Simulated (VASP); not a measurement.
# Au (Im-3m) in VASP: notebook

The runs below take Au through single point, with LDA.

All numbers are computed with VASP 6.6.1; they aren't measurements. Logs are shortened: lines on timing, memory, paths and dates and some standing lists are left out, and cuts for length are marked.

### Step 1. The cell of the first run

Symmetry: Im-3m, No. 229, cubic system. Conventional cell: a = 3.214 Å, b = 3.214 Å, c = 3.214 Å, α = 90.00°, β = 90.00°, γ = 90.00°. Au (site symmetry m-3m) has 14 Au at 2.78 to 3.21 Å within 3.7 Å.

### Step 2. Single point, LDA

Input file INCAR:

```
PREC = Accurate ; ENCUT = 520
EDIFF = 1E-7 ; ISMEAR = -1
SIGMA = 0.05 ; LREAL = False
LASPH = True ; NELM = 80
ALGO = Normal ; ISIF = 2
LWAVE = False ; LCHARG = False
NBANDS = 12
```

Input file KPOINTS:

```
Automatic mesh
0
Gamma
  18 18 18
```

Input file POSCAR:

```
Au
1.0
   -1.6071008517      1.6071008517      1.6071008517
    1.6071008517     -1.6071008517      1.6071008517
    1.6071008517      1.6071008517     -1.6071008517
Au
1
Direct
    0.0000000000      0.0000000000      0.0000000000
```

Potentials or basis: VASP PAW LDA potentials, release 64 (Au).

Command:

```sh
$ cat potpaw_LDA.64/Au/POTCAR > POTCAR
$ mpirun -np 1 vasp_std > vasp.out
```

OUTCAR:

```text
PREC = Accurate
   ENCUT = 520
   EDIFF = 1E-7
   ISMEAR = -1
   LREAL = False
   LASPH = True
   NELM = 80
   ISIF = 2

 ion  position               nearest neighbor table
   1  0.000  0.000  0.000-

  LATTYP: Found a body centered cubic cell.
 ALAT       =     3.2142017034

  Lattice vectors:

 A1 = (  -1.6071008517,   1.6071008517,   1.6071008517)
 A2 = (   1.6071008517,  -1.6071008517,   1.6071008517)
 A3 = (   1.6071008517,   1.6071008517,  -1.6071008517)

Analysis of symmetry for initial positions (statically):
=====================================================================
 Subroutine PRICEL returns:
 Original cell was already a primitive cell.

 Routine SETGRP: Setting up the symmetry group for a
 body centered cubic supercell.

 Subroutine GETGRP returns: Found 48 space group operations
 (whereof 48 operations were pure point group operations)
 out of a pool of 48 trial point group operations.

The static configuration has the point symmetry O_h .

Analysis of symmetry for dynamics (positions and initial velocities):
=====================================================================
 Subroutine PRICEL returns:
 Original cell was already a primitive cell.

 Routine SETGRP: Setting up the symmetry group for a
 body centered cubic supercell.

 Subroutine GETGRP returns: Found 48 space group operations
 (whereof 48 operations were pure point group operations)
 out of a pool of 48 trial point group operations.

The dynamic configuration has the point symmetry O_h .

 Subroutine INISYM returns: Found 48 space group operations
 (whereof 48 operations are pure point group operations),
 and found     1 'primitive' translations

----------------------------------------------------------------------------------------

                                     Primitive cell

  volume of cell :      16.6031

  direct lattice vectors                    reciprocal lattice vectors
    -1.607100852  1.607100852  1.607100852     0.000000000  0.311119243  0.311119243
     1.607100852 -1.607100852  1.607100852     0.311119243  0.000000000  0.311119243
     1.607100852  1.607100852 -1.607100852     0.311119243  0.311119243  0.000000000

  length of vectors
     2.783580328  2.783580328  2.783580328     0.439989053  0.439989053  0.439989053

  position of ions in fractional coordinates (direct lattice)
     0.000000000  0.000000000  0.000000000

  ion indices of the primitive-cell ions
   primitive index   ion index
                 1           1

----------------------------------------------------------------------------------------

 KPOINTS: Automatic mesh

Automatic generation of k-mesh.
 Grid dimensions read from file:
 generate k-points for:   18   18   18

 Generating k-lattice:

  Cartesian coordinates                     Fractional coordinates (reciprocal lattice)
     0.000000000  0.017284402  0.017284402     0.055555556  0.000000000  0.000000000
     0.017284402  0.000000000  0.017284402     0.000000000  0.055555556  0.000000000
     0.017284402  0.017284402  0.000000000     0.000000000  0.000000000  0.055555556

  Length of vectors
     0.024443836  0.024443836  0.024443836

  Shift w.r.t. Gamma in fractional coordinates (k-lattice)
     0.000000000  0.000000000  0.000000000

 Subroutine IBZKPT returns following result:
 ===========================================

 Found    195 irreducible k-points:

 Following reciprocal coordinates:
            Coordinates               Weight
  0.000000  0.000000  0.000000      1.000000
  0.055556  0.000000  0.000000     12.000000
  0.111111  0.000000  0.000000     12.000000
  0.166667  0.000000  0.000000     12.000000
  0.222222  0.000000  0.000000     12.000000
  0.277778  0.000000  0.000000     12.000000
[... 16 lines left out ...]
  0.333333  0.111111  0.000000     48.000000
  0.388889  0.111111  0.000000     48.000000
 [... further k-points ...]
   k-points           NKPTS =    195   k-points in BZ     NKDIM =    195   number of bands    NBANDS=     12
   number of dos      NEDOS =    301   number of ions     NIONS =      1
   total plane-waves  NPLWV =  13824
   dimension x,y,z NGX =    24 NGY =   24 NGZ =   24
   dimension x,y,z NGXF=    48 NGYF=   48 NGZF=   48
   ions per type =               1
   NGX,Y,Z   is equivalent  to a cutoff of  14.33, 14.33, 14.33 a.u.
   NGXF,Y,Z  is equivalent  to a cutoff of  28.67, 28.67, 28.67 a.u.
 SYSTEM =  unknown system
   PREC   = accura    normal or accurate (medium, high low for compatibility)
   ISTART =      0    job   : 0-new  1-cont  2-samecut
   ICHARG =      2    charge: 1-file 2-atom 10-const
   ISPIN  =      1    spin polarized calculation?
   LNONCOLLINEAR =      F non collinear calculations
   LSORBIT =      F    spin-orbit coupling
   LASPH  =      T    aspherical Exc in radial PAW
   ENCUT  =  520.0 eV  38.22 Ry    6.18 a.u.   5.18  5.18  5.18*2*pi/ulx,y,z
   NELM   =     80;   NELMIN=  2; NELMDL= -5     # of ELM steps
   EDIFF  = 0.1E-06   stopping-criterion for ELM
   LREAL  =      F    real-space projection
   EDIFFG = 0.1E-05   stopping-criterion for IOM
   NSW    =      0    number of steps for IOM
   IBRION =     -1    ionic relax: 0-MD 1-quasi-New 2-CG
   NFREE  =      0    steps in history (QN), initial steepest desc. (CG)
   ISIF   =      2    stress and relaxation
   ISYM   =      2    0-nonsym 1-usesym 2-fastsym
   POTIM  = 0.5000    time-step for ionic-motion
   TEBEG  =    0.0;   TEEND  =   0.0 temperature during run
   PSTRESS=    0.0 pullay stress
   NELECT =      11.0000    total number of electrons
   NUPDOWN=      -1.0000    fix difference up-down
   EMIN   =  10.00;   EMAX   =-10.00  energy-range for DOS
   EFERMI =   0.00;   METHOD = LEGACY
   ISMEAR =    -1;   SIGMA  =   0.05  broadening in eV -4-tet -1-fermi 0-gaus
   EFERMI_NEDOS =   21; number of points for ismear=-14 and -15
   IALGO  =     38    algorithm
   IMIX   =      4    mixing-type and parameters
     AMIX     =   0.40;   BMIX     =  1.00
     AMIX_MAG =   1.60;   BMIX_MAG =  1.00
  volume/ion in A,a.u.               =      16.60       112.04
  Fermi-wavevector in a.u.,A,eV,Ry     =   1.427171  2.696962 27.712568  2.036816
  Thomas-Fermi vector in A             =   2.547369
   LORBIT       =      0    0 simple, 1 ext, 2 COOP (PROOUT), +10 PAW based schemes
   GGA     = CA    functional components
   LHFCALC =     F    Hartree Fock is set to
   AEXX    =    0.0000 exact exchange contribution
   IVDW    =     0    specifies the selected vdW correction
   LEPSILON=     F    determine dielectric tensor
   LRPA    =     F    only Hartree local field effects (RPA)
 non-spin polarized calculation
  energy-cutoff  :      520.00
  volume of cell :       16.60
 maximum number of plane-waves:       468
 NGX is ok and might be reduce to    24
   NGX = 11   NGY = 11   NGZ = 11

 number of electron      11.0000000 magnetization

 Free energy of the ion-electron system (eV)
  ---------------------------------------------------
  ext. energy  EPLUGINS =         0.00000000
  ---------------------------------------------------
  free energy    TOTEN  =        -4.42661491 eV

  energy without entropy =       -4.42557306  energy(sigma->0) =       -4.42609398

 E-fermi :   9.7556     XC(G=0): -13.1378

 val. band max:        9.7104915563   @ k =   0.3889   0.0556   0.0556
 cond. band min:       9.8100208710   @ k =  -0.3333   0.3333   0.3333
 fundamental gap:      0.0995293147
 Fermi energy:         9.7556436934

 k-point     1 :       0.0000    0.0000    0.0000
  band No.  band energies     occupation
      1      -0.4488      2.00000
      2       4.6883      2.00000
      3       4.6883      2.00000
      4       4.6883      2.00000
      5       6.7409      2.00000
      6       6.7409      2.00000
      7      26.2045      0.00000
      8      26.2045      0.00000
      9      26.2045      0.00000
     10      34.4406      0.00000
     11      34.4406      0.00000
     12      34.4406      0.00000

 k-point     2 :       0.0556    0.0000    0.0000
  band No.  band energies     occupation
      1      -0.3316      2.00000
      2       4.6493      2.00000
      3       4.6913      2.00000
      4       4.7730      2.00000
      5       6.6927      2.00000
      6       6.7435      2.00000
      7      26.2225      0.00000
      8      26.2429      0.00000
      9      26.3602      0.00000
     10      32.8754      0.00000
     11      33.0786      0.00000
     12      34.0383      0.00000

 k-point     3 :       0.1111    0.0000    0.0000
  band No.  band energies     occupation
      1       0.0106      2.00000
      2       4.5390      2.00000
      3       4.6966      2.00000
      4       5.0233      2.00000
      5       6.5749      2.00000
      6       6.7526      2.00000
      7      26.0812      0.00000
      8      26.2571      0.00000
      9      26.8151      0.00000
     10      31.2550      0.00000
     11      31.4713      0.00000
     12      32.9318      0.00000
[... 286 lines left out ...]
 k-point    23 :       0.3333    0.1111    0.0000
  band No.  band energies     occupation
      1       2.5036      2.00000
      2       3.7405      2.00000
      3       5.7603      2.00000
      4       6.5465      2.00000
      5       7.1021      2.00000
      6       8.8591      2.00000
      7      16.2979      0.00000
      8      22.1051      0.00000
      9      23.9760      0.00000
     10      30.6776      0.00000
     11      33.1734      0.00000
     12      33.2720      0.00000

 k-point    24 :       0.3889    0.1111    0.0000
  band No.  band energies     occupation
      1       2.4848      2.00000
      2       3.6571      2.00000
      3       6.2218      2.00000
      4       6.5937      2.00000
      5       7.4034      2.00000
      6       9.8895      0.12868
      7      14.3605      0.00000
      8      21.6222      0.00000
      9      23.3771      0.00000
     10      31.3613      0.00000
     11      32.7463      0.00000
     12      33.5006      0.00000

 [... further k-points ...]
[... 5 lines left out ...]
  --------------------------------------------------------------------------------------
  -------------------------------------------------------------------------------------
  Total        0.0498763      0.0498763      0.0498763     -0.0000000     -0.0000000      0.0000000
  in kB        4.8129981      4.8129981      4.8129981     -0.0000000     -0.0000000      0.0000000
  external PRESSURE =       4.8129981 kB  Pullay stress =       0.0000000 kB

 VOLUME and BASIS-vectors are now :
 -----------------------------------------------------------------------------
  energy-cutoff  :      520.00
  volume of cell :       16.60
      direct lattice vectors                 reciprocal lattice vectors
    -1.607100852  1.607100852  1.607100852     0.000000000  0.311119243  0.311119243
     1.607100852 -1.607100852  1.607100852     0.311119243  0.000000000  0.311119243
     1.607100852  1.607100852 -1.607100852     0.311119243  0.311119243  0.000000000

 POSITION                                       TOTAL-FORCE (eV/Angst)
 -----------------------------------------------------------------------------------
      0.00000      0.00000      0.00000         0.000000     -0.000000      0.000000
 -----------------------------------------------------------------------------------
    total drift:                               -0.000000      0.000000      0.000000

  FREE ENERGIE OF THE ION-ELECTRON SYSTEM (eV)
  ---------------------------------------------------
  free  energy   TOTEN  =        -4.4266149112 eV

  energy  without entropy=       -4.4255730579  energy(sigma->0) =       -4.42609398
```

Run time: 11 s. Hardware: 1 thread of Intel Xeon 6975P-C (Granite Rapids), shared host; peak memory 0.16 GiB.

Results:

- Free energy: -4.4266 eV
- Pressure: 0.5 GPa

Caveat: spin-orbit coupling is left out, which moves the levels of the heavy elements.

### Step 3. Single point, LDA

Input file INCAR:

```
SYSTEM = Au
  PREC = Accurate
  ENCUT = 520
  EDIFF = 1E-6
  ISMEAR = -1
  SIGMA = 0.05
  LREAL = .False.
  LASPH = .True.
  NELM = 60
  ALGO = Normal
  ISIF = 2
  LWAVE = .False.
  LCHARG = .False.
  GGA = CA
  NBANDS = 12
```

Input file KPOINTS:

```
regular mesh
0
Gamma
  18 18 18
  0 0 0
```

POSCAR is that of step 2.

Potentials or basis: VASP PAW LDA potentials, release 64 (Au).

Command:

```sh
$ cat potpaw_LDA.64/Au/POTCAR > POTCAR
$ mpirun -np 1 vasp_std > vasp.out
```

It took 10 s on 1 thread of Intel Xeon 6975P-C (Granite Rapids), shared host; peak memory 0.15 GiB.

The run converged. Its results:

| Quantity | Value |
| --- | --- |
| Free energy | -4.4266 eV |
| Pressure | 0.5 GPa |

Levels at points of the mesh, in eV from the Fermi level:
| k point | band 3 | band 4 | band 5 | band 6 | band 7 | band 8 | band 9 | band 10 |
| --- | --- | --- | --- | --- | --- | --- | --- | --- |
| (0.00, 0.00, 0.00) | -5.07 | -5.07 | -3.01 | -3.01 | 16.45 | 16.45 | 16.45 | 24.68 |
| (0.50, 0.00, 0.00) | -3.17 | -2.79 | -1.38 | -0.81 | 3.70 | 12.33 | 13.99 | 22.28 |
| (0.50, 0.50, 0.50) | -1.80 | -1.80 | -1.80 | 6.24 | 6.24 | 6.24 | 10.00 | 16.37 |

Caveat: spin-orbit coupling is left out, which moves the levels of the heavy elements.
